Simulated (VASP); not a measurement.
# C (R-3m) in VASP: further runs

C is run at these levels: LDA; tasks: vibrations by perturbation theory, elastic constants.

All numbers are computed with VASP 6.6.1; they aren't measurements. Logs are shortened: lines on timing, memory, paths and dates and some standing lists are left out, and cuts for length are marked.

## Step 1: The cell of the first run

Symmetry: R-3m, No. 166, trigonal system. The conventional cell has a = 2.444 Å, b = 2.444 Å, c = 9.725 Å, α = 90.00°, β = 90.00°, γ = 120.00°. Within 1.9 Å of C (site symmetry 3m) lie 3 C at 1.41 Å.

## Step 2: Vibrations by perturbation theory, LDA (phonons at volume x 0.98)

The input, INCAR:

```
SYSTEM = C
ALGO     = Normal         ! electronic algorithm
EDIFF    = 1E-8           ! SCF threshold, eV
ENCUT    = 520            ! plane-wave cutoff, eV
IBRION   = 8              ! ionic algorithm
ISIF     = 2              ! what is computed and relaxed
ISMEAR   = 0              ! smearing method
LASPH    = .True.         ! aspherical terms in the spheres
LCHARG   = .False.        ! write CHGCAR
LEPSILON = .True.         ! dielectric tensor by DFPT
LREAL    = .False.        ! projectors in reciprocal space
LWAVE    = .False.        ! write WAVECAR
NBANDS   = 11             ! bands
NELM     = 100            ! most SCF steps
NSW      = 1              ! ionic steps
PREC     = Accurate       ! precision mode
SIGMA    = 0.01           ! smearing width, eV
```

The input, KPOINTS:

```
k-points
0
Gamma
  12 12 12
  0 0 0
```

The input, POSCAR:

```
C
1.0
    1.2217905449      0.7054011000      3.2416592627
   -1.2217905449      0.7054011000      3.2416592627
    0.0000000000     -1.4108022000      3.2416592627
C
2
Direct
    0.1665516208      0.1665516208      0.1665516208
    0.8334483792      0.8334483792      0.8334483792
```

Potentials or basis: VASP PAW LDA potentials, release 64 (C).

Command:

```bash
cat potpaw_LDA.64/C/POTCAR > POTCAR
mpirun -np 1 vasp_std > vasp.out
```

OUTCAR:

```text
SYSTEM = C
   EDIFF = 1E-8
   ENCUT = 520
   IBRION = 8
   ISIF = 2
   ISMEAR = 0
   LASPH = .True.
   LEPSILON = .True.
   LREAL = .False.
   NELM = 100
   NSW = 1
   PREC = Accurate

 ion  position               nearest neighbor table
   1  0.167  0.167  0.167-   2 1.41   2 1.41   2 1.41
   2  0.833  0.833  0.833-   1 1.41   1 1.41   1 1.41

  LATTYP: Found a trigonal (rhomboedric) cell.
 ALAT       =     3.5353525458
 COS(alpha) =     0.7611319528

  Lattice vectors:

 A1 = (   1.2217905449,   0.7054011000,   3.2416592627)
 A2 = (  -1.2217905449,   0.7054011000,   3.2416592627)
 A3 = (   0.0000000000,  -1.4108022000,   3.2416592627)

Analysis of symmetry for initial positions (statically):
=====================================================================
 Subroutine PRICEL returns:
 Original cell was already a primitive cell.

 Routine SETGRP: Setting up the symmetry group for a
 trigonal (rhombohedral) supercell.

 Subroutine GETGRP returns: Found 12 space group operations
 (whereof 12 operations were pure point group operations)
 out of a pool of 12 trial point group operations.

The static configuration has the point symmetry D_3d.

Analysis of symmetry for dynamics (positions and initial velocities):
=====================================================================
 Subroutine PRICEL returns:
 Original cell was already a primitive cell.

 Routine SETGRP: Setting up the symmetry group for a
 trigonal (rhombohedral) supercell.

 Subroutine GETGRP returns: Found 12 space group operations
 (whereof 12 operations were pure point group operations)
 out of a pool of 12 trial point group operations.

The dynamic configuration has the point symmetry D_3d.

 Subroutine INISYM returns: Found 12 space group operations
 (whereof 12 operations are pure point group operations),
 and found     1 'primitive' translations

----------------------------------------------------------------------------------------

                                     Primitive cell

  volume of cell :      16.7630

  direct lattice vectors                    reciprocal lattice vectors
     1.221790545  0.705401100  3.241659263     0.409235447  0.236272196  0.102827998
    -1.221790545  0.705401100  3.241659263    -0.409235447  0.236272196  0.102827998
     0.000000000 -1.410802200  3.241659263     0.000000000 -0.472544391  0.102827998

  length of vectors
     3.535352546  3.535352546  3.535352546     0.483602935  0.483602935  0.483602935

  position of ions in fractional coordinates (direct lattice)
     0.166551621  0.166551621  0.166551621
     0.833448379  0.833448379  0.833448379

  ion indices of the primitive-cell ions
   primitive index   ion index
                 1           1
                 2           2

----------------------------------------------------------------------------------------

 KPOINTS: k-points

Automatic generation of k-mesh.
 Grid dimensions read from file:
 generate k-points for:   12   12   12

 Generating k-lattice:

[... 495 lines left out ...]
--------------------------------------- Ionic step        2  -------------------------------------------

------------------------ aborting loop because EDIFF is reached ----------------------------------------

--------------------------------------- Ionic step        3  -------------------------------------------

------------------------ aborting loop because EDIFF is reached ----------------------------------------

 PIEZOELECTRIC TENSOR FIELD DIRECTION 3  (e Angst)
 -----------------------------------------------------------------------------
     0.00038 -0.00000  0.00000           ( -0.00000 -0.00000  0.00000)
     0.00000  0.00038  0.00000           (  0.00000 -0.00000  0.00000)
     0.00000 -0.00000 -0.00194           (  0.00000  0.00000 -0.00001)

 PIEZOELECTRIC TENSOR FIELD DIRECTION 3  (C/m^2)
 -----------------------------------------------------------------------------
     0.00036 -0.00000  0.00000
     0.00000  0.00036  0.00000
     0.00000 -0.00000 -0.00185

--------------------------------------- Ionic step        4  -------------------------------------------

------------------------ aborting loop because EDIFF is reached ----------------------------------------

[... ionic steps 5 to 5 ...]

--------------------------------------- Ionic step        6  -------------------------------------------

 Free energy of the ion-electron system (eV)
  ---------------------------------------------------
  ---------------------------------------------------
  free energy    TOTEN  =        -0.12089688 eV

  energy without entropy =       -0.12089688

------------------------ aborting loop because EDIFF is reached ----------------------------------------

 INTERNAL STRAIN TENSOR  FOR ION    1  DIRECTION 3   (eV/Angst):
 -----------------------------------------------------------------------------
    -0.07415  0.00000  0.00000
     0.00000 -0.07415  0.00000
    -0.00000  0.00000  0.35824

 MACROSCOPIC STATIC DIELECTRIC TENSOR (including local field effects in DFT)
 ------------------------------------------------------
          27.222718     0.000000    -0.000000
           0.000000    27.222718     0.000000
           0.000000     0.000000     5.018775
 ------------------------------------------------------

 PIEZOELECTRIC TENSOR (including local field effects)  for field in x, y, z        (e  Angst)
          XX          YY          ZZ          XY          YZ          ZX
  --------------------------------------------------------------------------------
  x     0.00000     0.00000     0.00000     0.00000     0.00000     0.00000
  y     0.00000     0.00000     0.00000     0.00000     0.00000     0.00000
  z     0.00000     0.00000     0.00000     0.00000     0.00000     0.00000

 PIEZOELECTRIC TENSOR (including local field effects)  for field in x, y, z        (C/m^2)
          XX          YY          ZZ          XY          YZ          ZX
  --------------------------------------------------------------------------------
  x     0.00000     0.00000     0.00000     0.00000     0.00000     0.00000
  y     0.00000     0.00000     0.00000     0.00000     0.00000     0.00000
  z     0.00000     0.00000     0.00000     0.00000     0.00000     0.00000

 BORN EFFECTIVE CHARGES (including local field effects) (in |e|, cummulative output)
 ---------------------------------------------------------------------------------
 ion    1
    1     0.00000     0.00000     0.00000
    2     0.00000     0.00000     0.00000
    3     0.00000     0.00000     0.00000
 ion    2
    1     0.00000     0.00000     0.00000
    2     0.00000     0.00000     0.00000
    3     0.00000     0.00000     0.00000

 INTERNAL STRAIN TENSOR FOR ION    2 for displacements in x,y,z  (eV/Angst):
          X           Y           Z          XY          YZ          ZX
  --------------------------------------------------------------------------------
  x    -0.00000     0.00000     0.00000   -13.62347     0.00000    -0.09716
  y   -13.62347    13.62347     0.00000    -0.00000    -0.04645     0.00000
  z     0.07415     0.07415    -0.35824     0.00000     0.00000    -0.00000

 SECOND DERIVATIVES (NOT SYMMETRIZED)
 ------------------------------------
               1X          1Y          1Z          2X          2Y          2Z
  1X   -56.926399    0.000000    0.000000   56.926399    0.000000    0.000000
  1Y    -0.000000  -56.926399    0.000000    0.000000   56.926399   -0.000000
  1Z     0.000000    0.000000  -17.093741    0.000000    0.000000   17.093741
  2X    56.926399    0.000000    0.000000  -56.926399    0.000000    0.000000
  2Y     0.000000   56.926399   -0.000000   -0.000000  -56.926399    0.000000
  2Z     0.000000    0.000000   17.093741    0.000000    0.000000  -17.093741

 Eigenvectors and eigenvalues of the dynamical matrix
 ----------------------------------------------------

   1 f  =   48.131899 THz   302.421641 2PiTHz 1605.507338 cm-1   199.057451 meV
             X         Y         Z           dx          dy          dz
      0.000000  0.000000  1.619711    -0.000000    0.707107    0.000000
      0.000000  0.000000  8.105267     0.000000   -0.707107   -0.000000
[... 11 lines left out ...]
   4 f  =    0.000001 THz     0.000004 2PiTHz    0.000023 cm-1     0.000003 meV
             X         Y         Z           dx          dy          dz
      0.000000  0.000000  1.619711    -0.700942    0.092746   -0.008832
      0.000000  0.000000  8.105267    -0.700942    0.092746   -0.008832

   5 f/i=    0.000000 THz     0.000001 2PiTHz    0.000007 cm-1     0.000001 meV
             X         Y         Z           dx          dy          dz
      0.000000  0.000000  1.619711     0.075391    0.525273   -0.467338
      0.000000  0.000000  8.105267     0.075391    0.525273   -0.467338

   6 f/i=    0.000000 THz     0.000002 2PiTHz    0.000013 cm-1     0.000002 meV
             X         Y         Z           dx          dy          dz
      0.000000  0.000000  1.619711    -0.054736   -0.464206   -0.530582
      0.000000  0.000000  8.105267    -0.054736   -0.464206   -0.530582

--------------------------------------------------------------------------------------------------------

 MACROSCOPIC STATIC DIELECTRIC TENSOR IONIC CONTRIBUTION
 ------------------------------------------------------
           0.000000     0.000000     0.000000
           0.000000     0.000000     0.000000
           0.000000     0.000000     0.000000
 ------------------------------------------------------

 ELASTIC MODULI CONTR FROM IONIC RELAXATION (kBar)
 Direction    XX          YY          ZZ          XY          YZ          ZX
 --------------------------------------------------------------------------------
 XX        -311.6477    311.5862      0.1485     -0.0000     -1.0624     -0.0000
 YY         311.5862   -311.6477      0.1485      0.0000      1.0624      0.0000
 ZZ           0.1485      0.1485     -0.7176     -0.0000     -0.0000     -0.0000
 XY          -0.0000      0.0000     -0.0000   -311.6170     -0.0000     -2.2223
 YZ          -1.0624      1.0624     -0.0000     -0.0000     -0.0036     -0.0000
 ZX          -0.0000      0.0000     -0.0000     -2.2223     -0.0000     -0.0158
 --------------------------------------------------------------------------------

 PIEZOELECTRIC TENSOR IONIC CONTR  for field in x, y, z        (C/m^2)
          XX          YY          ZZ          XY          YZ          ZX
  --------------------------------------------------------------------------------
  x     0.00000     0.00000     0.00000     0.00000     0.00000     0.00000
  y     0.00000     0.00000     0.00000     0.00000     0.00000     0.00000
  z     0.00000     0.00000     0.00000     0.00000     0.00000     0.00000
```

Wall time 7 min (1 thread of Intel Xeon 6975P-C (Granite Rapids), shared host); peak memory 0.43 GiB.

Results:

| Quantity | Value |
| --- | --- |
| Electronic dielectric tensor (diagonal) | 27.22, 27.22, 5.02 |
| Born charges (mean of the diagonal) | C +0.00 e |
| Highest phonon frequency at Γ | 1606 cm⁻¹ |

Phonon frequencies in cm⁻¹ (negative: imaginary):
```tsv
q point	frequencies
(0.000, 0.000, 0.000)	0 0 0 880 1606 1606
```

Electronic dielectric tensor:
```
27.22  0.00  0.00
 0.00 27.22  0.00
 0.00  0.00  5.02
```

Born effective charge tensors (e):
atom 1, C
```
0.00 0.00 0.00
0.00 0.00 0.00
0.00 0.00 0.00
```
atom 2, C
```
0.00 0.00 0.00
0.00 0.00 0.00
0.00 0.00 0.00
```

Caveat: the cell differs from its parent crystal (phonons at volume x 0.98); the cell wasn't relaxed at this level first, which shifts response properties.

## Step 3: Vibrations by perturbation theory, LDA

This run uses another cell than the first one, of 8.55 Å³/atom, 1.020 times its volume.

The input, INCAR:

```
SYSTEM = C
PREC = Accurate
ENCUT = 520
EDIFF = 1E-8
ISMEAR = 0
SIGMA = 0.01
LREAL = .FALSE.
LASPH = .TRUE.
NELM = 100
ALGO = Normal
ISIF = 2
LWAVE = .FALSE.
LCHARG = .FALSE.
NBANDS = 11
IBRION = 8
NSW = 1
LEPSILON = .TRUE.
```

The input, KPOINTS:

```
regular mesh
0
G
  12 12 12
  0 0 0
```

The input, POSCAR:

```
C
1.0
    1.2225045439      0.7058133275      3.3039531166
   -1.2225045439      0.7058133275      3.3039531166
    0.0000000000     -1.4116266550      3.3039531166
C
2
Direct
    0.8334286081      0.8334286081      0.8334286081
    0.1665713919      0.1665713919      0.1665713919
```

Potentials or basis: VASP PAW LDA potentials, release 64 (C).

Command:

```bash
cat potpaw_LDA.64/C/POTCAR > POTCAR
mpirun -np 1 vasp_std > vasp.out
```

OUTCAR:

```text
SYSTEM = C
   PREC = Accurate
   ENCUT = 520
   EDIFF = 1E-8
   ISMEAR = 0
   LREAL = .FALSE.
   LASPH = .TRUE.
   NELM = 100
   ISIF = 2
   IBRION = 8
   NSW = 1
   LEPSILON = .TRUE.

 ion  position               nearest neighbor table
   1  0.833  0.833  0.833-   2 1.41   2 1.41   2 1.41
   2  0.167  0.167  0.167-   1 1.41   1 1.41   1 1.41

  LATTYP: Found a trigonal (rhomboedric) cell.
 ALAT       =     3.5928812964
 COS(alpha) =     0.7684497673

  Lattice vectors:

 A1 = (   1.2225045439,   0.7058133275,   3.3039531166)
 A2 = (  -1.2225045439,   0.7058133275,   3.3039531166)
 A3 = (   0.0000000000,  -1.4116266550,   3.3039531166)

Analysis of symmetry for initial positions (statically):
=====================================================================
 Subroutine PRICEL returns:
 Original cell was already a primitive cell.

 Routine SETGRP: Setting up the symmetry group for a
 trigonal (rhombohedral) supercell.

 Subroutine GETGRP returns: Found 12 space group operations
 (whereof 12 operations were pure point group operations)
 out of a pool of 12 trial point group operations.

The static configuration has the point symmetry D_3d.

Analysis of symmetry for dynamics (positions and initial velocities):
=====================================================================
 Subroutine PRICEL returns:
 Original cell was already a primitive cell.

 Routine SETGRP: Setting up the symmetry group for a
 trigonal (rhombohedral) supercell.

 Subroutine GETGRP returns: Found 12 space group operations
[... 596 lines left out ...]
  x     0.00000     0.00000     0.00000     0.00000     0.00000     0.00000
  y     0.00000     0.00000     0.00000     0.00000     0.00000     0.00000
  z     0.00000     0.00000     0.00000     0.00000     0.00000     0.00000

 BORN EFFECTIVE CHARGES (including local field effects) (in |e|, cummulative output)
 ---------------------------------------------------------------------------------
 ion    1
    1     0.00000     0.00000     0.00000
    2     0.00000     0.00000     0.00000
    3     0.00000     0.00000     0.00000
 ion    2
    1     0.00000     0.00000     0.00000
    2     0.00000     0.00000     0.00000
    3     0.00000     0.00000     0.00000

 INTERNAL STRAIN TENSOR FOR ION    2 for displacements in x,y,z  (eV/Angst):
          X           Y           Z          XY          YZ          ZX
  --------------------------------------------------------------------------------
  x    -0.00000     0.00000     0.00000    13.32916     0.00000     0.08077
  y    13.32916   -13.32916     0.00000     0.00000     0.03532     0.00000
  z    -0.05746    -0.05746     0.28338     0.00000     0.00000     0.00000

 SECOND DERIVATIVES (NOT SYMMETRIZED)
 ------------------------------------
               1X          1Y          1Z          2X          2Y          2Z
  1X   -56.529805    0.000000   -0.000000   56.529805    0.000000    0.000000
  1Y     0.000000  -56.529805   -0.000000    0.000000   56.529805    0.000000
  1Z     0.000000    0.000000  -17.162074    0.000000    0.000000   17.162074
  2X    56.529805    0.000000    0.000000  -56.529805    0.000000   -0.000000
  2Y     0.000000   56.529805    0.000000    0.000000  -56.529805   -0.000000
  2Z     0.000000    0.000000   17.162074    0.000000    0.000000  -17.162074

 Eigenvectors and eigenvalues of the dynamical matrix
 ----------------------------------------------------

   1 f  =   47.963944 THz   301.366346 2PiTHz 1599.904949 cm-1   198.362843 meV
             X         Y         Z           dx          dy          dz
      0.000000  0.000000  8.260827     0.707107   -0.000012    0.000000
      0.000000  0.000000  1.651032    -0.707107    0.000012    0.000000
[... 16 lines left out ...]
   5 f  =    0.000000 THz     0.000003 2PiTHz    0.000013 cm-1     0.000002 meV
             X         Y         Z           dx          dy          dz
      0.000000  0.000000  8.260827     0.669861   -0.226465    0.000000
      0.000000  0.000000  1.651032     0.669861   -0.226465    0.000000

   6 f/i=    0.000000 THz     0.000001 2PiTHz    0.000005 cm-1     0.000001 meV
             X         Y         Z           dx          dy          dz
      0.000000  0.000000  8.260827    -0.000000   -0.000000   -0.707107
      0.000000  0.000000  1.651032     0.000000    0.000000   -0.707107

--------------------------------------------------------------------------------------------------------

 MACROSCOPIC STATIC DIELECTRIC TENSOR IONIC CONTRIBUTION
 ------------------------------------------------------
           0.000000     0.000000     0.000000
           0.000000     0.000000     0.000000
           0.000000     0.000000     0.000000
 ------------------------------------------------------

 ELASTIC MODULI CONTR FROM IONIC RELAXATION (kBar)
 Direction    XX          YY          ZZ          XY          YZ          ZX
 --------------------------------------------------------------------------------
 XX        -294.4012    294.3652      0.0889     -0.0000     -0.7801     -0.0000
 YY         294.3652   -294.4012      0.0889      0.0000      0.7801      0.0000
 ZZ           0.0889      0.0889     -0.4383     -0.0000      0.0000     -0.0000
 XY          -0.0000      0.0000     -0.0000   -294.3832     -0.0000     -1.7839
 YZ          -0.7801      0.7801      0.0000     -0.0000     -0.0021     -0.0000
 ZX          -0.0000      0.0000     -0.0000     -1.7839     -0.0000     -0.0108
 --------------------------------------------------------------------------------

 PIEZOELECTRIC TENSOR IONIC CONTR  for field in x, y, z        (C/m^2)
          XX          YY          ZZ          XY          YZ          ZX
  --------------------------------------------------------------------------------
  x     0.00000     0.00000     0.00000     0.00000     0.00000     0.00000
  y     0.00000     0.00000     0.00000     0.00000     0.00000     0.00000
  z     0.00000     0.00000     0.00000     0.00000     0.00000     0.00000
```

OSZICAR:

```text
N       E                     dE             d eps       ncg     rms          rms(c)
DAV:   1     0.422758601312E+01    0.42276E+01   -0.45292E+03  4246   0.664E+02
DAV:   2    -0.210801787956E+02   -0.25308E+02   -0.23828E+02  5533   0.133E+02
DAV:   3    -0.216638902976E+02   -0.58371E+00   -0.58283E+00  5192   0.170E+01
DAV:   4    -0.216660470023E+02   -0.21567E-02   -0.21565E-02  4712   0.130E+00
[... 139 lines left out ...]
RMM:   7    -0.121431791335E+00    0.78031E-05   -0.79869E-09  7240   0.588E-04    0.689E-05
RMM:   8    -0.121432095608E+00   -0.30427E-06   -0.56361E-09  7188   0.765E-05    0.319E-05
RMM:   9    -0.121432117354E+00   -0.21746E-07   -0.56314E-09  7475   0.516E-05    0.297E-06
RMM:  10    -0.121432105885E+00    0.11469E-07    0.14185E-08  7439   0.311E-05    0.146E-06
RMM:  11    -0.121432106689E+00   -0.80423E-09   -0.65308E-09  6334   0.295E-05    0.661E-08
 Linear response finished
```

Run time: 12 min. Hardware: 1 thread of AMD EPYC 7R13 (Zen 3), shared host; peak memory 0.41 GiB.

Results:

```
Electronic dielectric tensor (diagonal) : 32.24, 32.24, 5.09
Born charges (mean of the diagonal)     : C +0.00 e
Highest phonon frequency at Γ           : 1600 cm⁻¹
```

Phonon frequencies in cm⁻¹ (negative: imaginary):
| q point | frequencies |
| --- | --- |
| (0.000, 0.000, 0.000) | 0 0 0 882 1600 1600 |

Electronic dielectric tensor:
```
32.24  0.00  0.00
 0.00 32.24  0.00
 0.00  0.00  5.09
```

Born effective charge tensors (e):
atom 1, C
```
0.00 0.00 0.00
0.00 0.00 0.00
0.00 0.00 0.00
```
atom 2, C
```
0.00 0.00 0.00
0.00 0.00 0.00
0.00 0.00 0.00
```

(Continued in part 2 of 2.)
